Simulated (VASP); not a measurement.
# NaH (P6_3/mmc) in VASP: settings compared, part 2 of 2

VASP 6.6.1. The steps go on from the part before.

## (3) Single point, r2SCAN (volume changed by +6%)

POSCAR reads:

```
NaH
1.0
    4.0308427946      0.0000000000      0.0000000000
   -2.0154213973      3.4908122588      0.0000000000
    0.0000000000      0.0000000000      4.9230208355
Na H
2 2
Direct
    0.3333333333      0.6666666667      0.2500000000
    0.6666666667      0.3333333333      0.7500000000
    0.6666666667      0.3333333333      0.2500000000
    0.3333333333      0.6666666667      0.7500000000
```

INCAR.step1 reads:

```
PREC = Accurate
ENCUT = 520
ISMEAR = 0
SIGMA = 0.01
LREAL = F
LASPH = T
NELM = 100
NBANDS = 16
GGA = PE
ALGO = Normal
EDIFF = 1E-4
LWAVE = T
LCHARG = F
```

INCAR.step2 reads:

```
PREC = Accurate
ENCUT = 520
EDIFF = 1E-6
ISMEAR = 0
SIGMA = 0.01
LREAL = F
LASPH = T
NELM = 100
ALGO = Normal
ISIF = 2
LWAVE = F
LCHARG = F
METAGGA = R2SCAN
LMIXTAU = T
NBANDS = 16
ISTART = 1
```

KPOINTS reads:

```
Automatic mesh
0
Gamma
  6 6 4
```

Potentials or basis: VASP PAW PBE potentials, release 64 (Na_pv, H).

Command:

```bash
$ cat potpaw_PBE.64/Na_pv/POTCAR potpaw_PBE.64/H/POTCAR > POTCAR
$ cp INCAR.step1 INCAR
$ mpirun -np 1 vasp_std > vasp.out
$ cp INCAR.step2 INCAR
$ mpirun -np 1 vasp_std > vasp.out
```

OUTCAR:

```text
PREC = Accurate
   ENCUT = 520
   EDIFF = 1E-6
   ISMEAR = 0
   LREAL = F
   LASPH = T
   NELM = 100
   ISIF = 2
   METAGGA = R2SCAN
   ISTART = 1

 ion  position               nearest neighbor table
   1  0.333  0.667  0.250-
   2  0.667  0.333  0.750-
   3  0.667  0.333  0.250-
   4  0.333  0.667  0.750-

  LATTYP: Found a hexagonal cell.
 ALAT       =     4.0308427946
 C/A-ratio  =     1.2213378408

  Lattice vectors:

 A1 = (   4.0308427946,   0.0000000000,   0.0000000000)
 A2 = (  -2.0154213973,   3.4908122588,   0.0000000000)
 A3 = (   0.0000000000,   0.0000000000,   4.9230208355)

Analysis of symmetry for initial positions (statically):
=====================================================================
 Subroutine PRICEL returns:
 Original cell was already a primitive cell.

 Routine SETGRP: Setting up the symmetry group for a
 hexagonal supercell.

 Subroutine GETGRP returns: Found 24 space group operations
 (whereof 12 operations were pure point group operations)
 out of a pool of 24 trial point group operations.

The static configuration has the point symmetry D_3d.
 The point group associated with its full space group is D_6h.

Analysis of symmetry for dynamics (positions and initial velocities):
=====================================================================
 Subroutine PRICEL returns:
 Original cell was already a primitive cell.

 Routine SETGRP: Setting up the symmetry group for a
 hexagonal supercell.

 Subroutine GETGRP returns: Found 24 space group operations
 (whereof 12 operations were pure point group operations)
 out of a pool of 24 trial point group operations.

The dynamic configuration has the point symmetry D_3d.
 The point group associated with its full space group is D_6h.

 Subroutine INISYM returns: Found 24 space group operations
 (whereof 12 operations are pure point group operations),
 and found     1 'primitive' translations

----------------------------------------------------------------------------------------

                                     Primitive cell

  volume of cell :      69.2714

  direct lattice vectors                    reciprocal lattice vectors
     4.030842795  0.000000000  0.000000000     0.248087075  0.143233140  0.000000000
    -2.015421397  3.490812259  0.000000000     0.000000000  0.286466279  0.000000000
     0.000000000  0.000000000  4.923020836     0.000000000  0.000000000  0.203127314

  length of vectors
     4.030842795  4.030842795  4.923020836     0.286466279  0.286466279  0.203127314

  position of ions in fractional coordinates (direct lattice)
     0.333333333  0.666666667  0.250000000
     0.666666667  0.333333333  0.750000000
     0.666666667  0.333333333  0.250000000
     0.333333333  0.666666667  0.750000000

  ion indices of the primitive-cell ions
   primitive index   ion index
                 1           1
                 2           2
                 3           3
                 4           4

----------------------------------------------------------------------------------------

 KPOINTS: Automatic mesh

Automatic generation of k-mesh.
 Grid dimensions read from file:
 generate k-points for:    6    6    4

 Generating k-lattice:

  Cartesian coordinates                     Fractional coordinates (reciprocal lattice)
     0.041347846  0.023872190  0.000000000     0.166666667  0.000000000  0.000000000
     0.000000000  0.047744380  0.000000000     0.000000000  0.166666667  0.000000000
     0.000000000  0.000000000  0.050781829     0.000000000  0.000000000  0.250000000

  Length of vectors
     0.047744380  0.047744380  0.050781829

  Shift w.r.t. Gamma in fractional coordinates (k-lattice)
     0.000000000  0.000000000  0.000000000

 Subroutine IBZKPT returns following result:
 ===========================================

 Found     21 irreducible k-points:

 Following reciprocal coordinates:
            Coordinates               Weight
  0.000000  0.000000  0.000000      1.000000
  0.166667  0.000000  0.000000      6.000000
  0.333333  0.000000  0.000000      6.000000
  0.500000  0.000000  0.000000      3.000000
  0.166667  0.166667  0.000000      6.000000
  0.333333  0.166667  0.000000     12.000000
[... 13 lines left out ...]
  0.333333  0.166667  0.500000     12.000000
  0.333333  0.333333  0.500000      2.000000
   k-points           NKPTS =     21   k-points in BZ     NKDIM =     21   number of bands    NBANDS=     16
   number of dos      NEDOS =    301   number of ions     NIONS =      4
   total plane-waves  NPLWV =  36000
   dimension x,y,z NGX =    30 NGY =   30 NGZ =   40
   dimension x,y,z NGXF=    60 NGYF=   60 NGZF=   80
   ions per type =               2   2
   NGX,Y,Z   is equivalent  to a cutoff of  12.37, 12.37, 13.51 a.u.
   NGXF,Y,Z  is equivalent  to a cutoff of  24.75, 24.75, 27.02 a.u.
 SYSTEM =  unknown system
   PREC   = accura    normal or accurate (medium, high low for compatibility)
   ISTART =      1    job   : 0-new  1-cont  2-samecut
   ICHARG =      0    charge: 1-file 2-atom 10-const
   ISPIN  =      1    spin polarized calculation?
   LNONCOLLINEAR =      F non collinear calculations
   LSORBIT =      F    spin-orbit coupling
   LASPH  =      T    aspherical Exc in radial PAW
   ENCUT  =  520.0 eV  38.22 Ry    6.18 a.u.   7.49  7.49  9.15*2*pi/ulx,y,z
   NELM   =    100;   NELMIN=  2; NELMDL=  0     # of ELM steps
   EDIFF  = 0.1E-05   stopping-criterion for ELM
   LREAL  =      F    real-space projection
   EDIFFG = 0.1E-04   stopping-criterion for IOM
   NSW    =      0    number of steps for IOM
   IBRION =     -1    ionic relax: 0-MD 1-quasi-New 2-CG
   NFREE  =      0    steps in history (QN), initial steepest desc. (CG)
   ISIF   =      2    stress and relaxation
   ISYM   =      2    0-nonsym 1-usesym 2-fastsym
   POTIM  = 0.5000    time-step for ionic-motion
   TEBEG  =    0.0;   TEEND  =   0.0 temperature during run
   PSTRESS=    0.0 pullay stress
   NELECT =      16.0000    total number of electrons
   NUPDOWN=      -1.0000    fix difference up-down
   EMIN   =  10.00;   EMAX   =-10.00  energy-range for DOS
   EFERMI =   0.00;   METHOD = LEGACY
   ISMEAR =     0;   SIGMA  =   0.01  broadening in eV -4-tet -1-fermi 0-gaus
   EFERMI_NEDOS =   21; number of points for ismear=-14 and -15
   IALGO  =     38    algorithm
   IMIX   =      4    mixing-type and parameters
     AMIX     =   0.40;   BMIX     =  1.00
     AMIX_MAG =   1.60;   BMIX_MAG =  1.00
  volume/ion in A,a.u.               =      17.32       116.87
  Fermi-wavevector in a.u.,A,eV,Ry     =   1.004454  1.898143 13.727303  1.008928
  Thomas-Fermi vector in A             =   2.137071
   LORBIT       =      0    0 simple, 1 ext, 2 COOP (PROOUT), +10 PAW based schemes
   METAGGA = R2SCAN    functional components
   LHFCALC =     F    Hartree Fock is set to
   AEXX    =    0.0000 exact exchange contribution
   IVDW    =     0    specifies the selected vdW correction
   LEPSILON=     F    determine dielectric tensor
   LRPA    =     F    only Hartree local field effects (RPA)
 non-spin polarized calculation
 Gauss-broadening in eV      SIGMA  =   0.01
  energy-cutoff  :      520.00
  volume of cell :       69.27
 maximum number of plane-waves:      1884
 NGX is ok and might be reduce to    30
   NGX = 15   NGY = 15   NGZ = 19

 number of electron      15.9999985 magnetization

 Free energy of the ion-electron system (eV)
  ---------------------------------------------------
  ext. energy  EPLUGINS =         0.00000000
  ---------------------------------------------------
  free energy    TOTEN  =       -15.03581488 eV

  energy without entropy =      -15.03581488  energy(sigma->0) =      -15.03581488

 E-fermi :  -1.8122     XC(G=0):  -7.2684

 val. band max:       -1.9062395308   @ k =   0.1667   0.0000   0.0000
 cond. band min:       1.7521774838   @ k =   0.3333   0.3333   0.0000
 fundamental gap:      3.6584170146
 Fermi energy:        -1.8122449542

 k-point     1 :       0.0000    0.0000    0.0000
  band No.  band energies     occupation
      1     -25.0898      2.00000
      2     -25.0597      2.00000
      3     -25.0595      2.00000
      4     -25.0377      2.00000
      5     -25.0374      2.00000
      6     -25.0228      2.00000
[... 376 lines left out ...]
      3     -25.0572      2.00000
      4     -25.0572      2.00000
      5     -25.0285      2.00000
      6     -25.0285      2.00000
[... 8 lines left out ...]
     15      12.8187      0.00000
     16      12.8187      0.00000

------------------------ aborting loop because EDIFF is reached ----------------------------------------

  FORCE on cell =-STRESS in cart. coord.  units (eV):
  Direction    XX          YY          ZZ          XY          YZ          ZX
  --------------------------------------------------------------------------------------
  -------------------------------------------------------------------------------------
  Total       -0.5262565     -0.5262565     -0.5701634      0.0000000     -0.0000000     -0.0000000
  in kB      -12.1717789    -12.1717789    -13.1872991      0.0000000     -0.0000000     -0.0000000
  external PRESSURE =     -12.5102856 kB  Pullay stress =       0.0000000 kB

 VOLUME and BASIS-vectors are now :
 -----------------------------------------------------------------------------
  energy-cutoff  :      520.00
  volume of cell :       69.27
      direct lattice vectors                 reciprocal lattice vectors
     4.030842795  0.000000000  0.000000000     0.248087075  0.143233140  0.000000000
    -2.015421397  3.490812259  0.000000000     0.000000000  0.286466279  0.000000000
     0.000000000  0.000000000  4.923020836     0.000000000  0.000000000  0.203127314

 POSITION                                       TOTAL-FORCE (eV/Angst)
 -----------------------------------------------------------------------------------
     -0.00000      2.32721      1.23076         0.000000      0.000000     -0.000000
      2.01542      1.16360      3.69227        -0.000000     -0.000000      0.000000
      2.01542      1.16360      1.23076         0.000000      0.000000     -0.000000
     -0.00000      2.32721      3.69227         0.000000      0.000000     -0.000000
 -----------------------------------------------------------------------------------
    total drift:                               -0.000000      0.000000      0.000000

  FREE ENERGIE OF THE ION-ELECTRON SYSTEM (eV)
  ---------------------------------------------------
  free  energy   TOTEN  =       -15.0358148837 eV

  energy  without entropy=      -15.0358148837  energy(sigma->0) =      -15.03581488
```

It took 2.8 min on 1 thread of AMD EPYC 7R13, shared host; peak memory 0.16 GiB.

Results:

| Property | Result |
| --- | --- |
| Free energy | -15.0358 eV |
| Pressure | -1.3 GPa |
| Band gap on the k mesh | 3.66 eV, indirect (least direct gap 4.52 eV) |

Caveat: the cell differs from its parent crystal (volume changed by +6%); the PAW data sets were made with another functional, which shifts forces and pressure a little. A k mesh can miss the band edges.

## (4) Single point, PBE

This run uses another cell than the first one, of 16.34 Å³/atom, 0.971 times its volume.

INCAR reads:

```
PREC = Accurate
ENCUT = 520
EDIFF = 1E-6
ISMEAR = 0
SIGMA = 0.01
LREAL = F
LASPH = T
NELM = 60
ALGO = Normal
ISIF = 2
LWAVE = F
LCHARG = T
GGA = PE
LELF = T
LVHAR = T
NBANDS = 16
```

KPOINTS reads:

```
Automatic mesh
0
Gamma
  12 12 6
```

POSCAR reads:

```
NaH
1.0
    3.9533072809      0.0000000000      0.0000000000
   -1.9766536405      3.4236645342      0.0000000000
    0.0000000000      0.0000000000      4.8283237787
Na H
2 2
Direct
    0.3333333333      0.6666666667      0.2500000000
    0.6666666667      0.3333333333      0.7500000000
    0.6666666667      0.3333333333      0.2500000000
    0.3333333333      0.6666666667      0.7500000000
```

Command:

```bash
$ cat potpaw_PBE.64/Na_pv/POTCAR potpaw_PBE.64/H/POTCAR > POTCAR
$ mpirun -np 1 vasp_std > vasp.out
```

Run time: 86 s. Hardware: 1 thread of AMD EPYC 7R13, shared host; peak memory 0.18 GiB.

Results (log left out):

| Property | Result |
| --- | --- |
| Free energy | -10.0731 eV |
| Pressure | 0.3 GPa |
| Band gap on the k mesh | 3.33 eV, indirect (least direct gap 4.12 eV) |

Stress tensor (GPa, compression positive):
```
0.31 0.00 0.00
0.00 0.31 0.00
0.00 0.00 0.42
```

Levels at points of the mesh, in eV from the valence-band top:
```
           k point  band 4  band 5  band 6  band 7  band 8  band 9  band 10  band 11  band 12  band 13
(0.00, 0.00, 0.00)  -22.23  -22.23  -22.21   -3.34   -0.02    4.91     7.97    10.30    10.30    10.65
(0.50, 0.00, 0.00)  -22.25  -22.24  -22.23   -1.51   -0.61    3.87     7.55     7.61     7.84     7.93
(0.00, 0.00, 0.50)  -22.25  -22.25  -22.25   -2.02   -2.02    6.94     6.94    11.07    11.07    11.07
(0.50, 0.00, 0.50)  -22.25  -22.22  -22.22   -0.82   -0.82    3.96     3.96     8.52     8.52     9.20
```

## (5) Single point, r2SCAN

This run uses another cell than the first one, of 16.34 Å³/atom, 0.971 times its volume.

POSCAR is that of step 4.

INCAR.step1 reads:

```
SYSTEM = NaH
PREC = Accurate
ENCUT = 520
ISMEAR = 0
SIGMA = 0.01
LREAL = .FALSE.
LASPH = .TRUE.
NELM = 60
NBANDS = 16
GGA = PE
ALGO = Normal
EDIFF = 1E-4
LWAVE = .TRUE.
LCHARG = .FALSE.
```

INCAR.step2 reads:

```
SYSTEM = NaH
PREC = Accurate
ENCUT = 520
EDIFF = 1E-6
ISMEAR = 0
SIGMA = 0.01
LREAL = .FALSE.
LASPH = .TRUE.
NELM = 60
ALGO = Normal
ISIF = 2
LWAVE = .FALSE.
LCHARG = .TRUE.
METAGGA = R2SCAN
LMIXTAU = .TRUE.
LELF = .TRUE.
LVHAR = .TRUE.
NBANDS = 16
ISTART = 1
```

KPOINTS reads:

```
Automatic mesh
0
G
  12 12 6
  0 0 0
```

Command:

```bash
$ cat potpaw_PBE.64/Na_pv/POTCAR potpaw_PBE.64/H/POTCAR > POTCAR
$ cp INCAR.step1 INCAR
$ mpirun -np 1 vasp_std > vasp.out
$ cp INCAR.step2 INCAR
$ mpirun -np 1 vasp_std > vasp.out
```

Wall time 7.7 min (1 thread of AMD EPYC 7R13, shared host); peak memory 0.18 GiB.

The run converged. Its results:

```yaml
Free_energy: -15.0539 eV
Pressure: -0.2 GPa
Band_gap_on_the_k_mesh: 3.68 eV, indirect (least direct gap 4.45 eV)
```

Stress tensor (GPa, compression positive):
```
-0.12  0.00  0.00
 0.00 -0.12  0.00
 0.00  0.00 -0.28
```

Levels at points of the mesh, in eV from the valence-band top:
```tsv
k point	band 4	band 5	band 6	band 7	band 8	band 9	band 10	band 11	band 12	band 13
(0.00, 0.00, 0.00)	-23.02	-23.02	-23.01	-3.30	-0.01	5.41	8.54	10.98	10.98	11.14
(0.50, 0.00, 0.00)	-23.04	-23.03	-23.02	-1.48	-0.59	4.23	8.16	8.29	8.43	8.46
(0.00, 0.00, 0.50)	-23.04	-23.04	-23.04	-1.97	-1.97	7.50	7.50	11.58	11.58	11.58
(0.50, 0.00, 0.50)	-23.04	-23.02	-23.02	-0.82	-0.82	4.44	4.44	9.18	9.18	9.82
```

Caveat: the PAW data sets were made with another functional, which shifts forces and pressure a little. A k mesh can miss the band edges.

## (6) Summary

| level | cell | k mesh | gap on the mesh (eV) | pressure (GPa) |
| --- | --- | --- | --- | --- |
| r2SCAN | a = 3.992, b = 3.992, c = 4.876 Å, angles 90.0, 90.0, 120.0°, 4 atoms | 6 × 6 × 4 | 3.67 | -0.8 |
| r2SCAN | a = 4.031, b = 4.031, c = 4.923 Å, angles 90.0, 90.0, 120.0°, 4 atoms | 6 × 6 × 4 | 3.66 | -1.3 |
| PBE | a = 3.953, b = 3.953, c = 4.828 Å, angles 90.0, 90.0, 120.0°, 4 atoms | 12 × 12 × 6 | 3.33 | 0.3 |
| r2SCAN | a = 3.953, b = 3.953, c = 4.828 Å, angles 90.0, 90.0, 120.0°, 4 atoms | 12 × 12 × 6 | 3.68 | -0.2 |

Alike in all rows: task single point; potentials or basis VASP PAW PBE potentials, release 64 (Na_pv, H); no spin polarisation; cutoff (eV) 520; smearing gaussian 0.01 eV.

Caveats: the PAW data sets were made with another functional, which shifts forces and pressure a little (some runs).

Absolute energies hang on the potentials; compare differences alone.
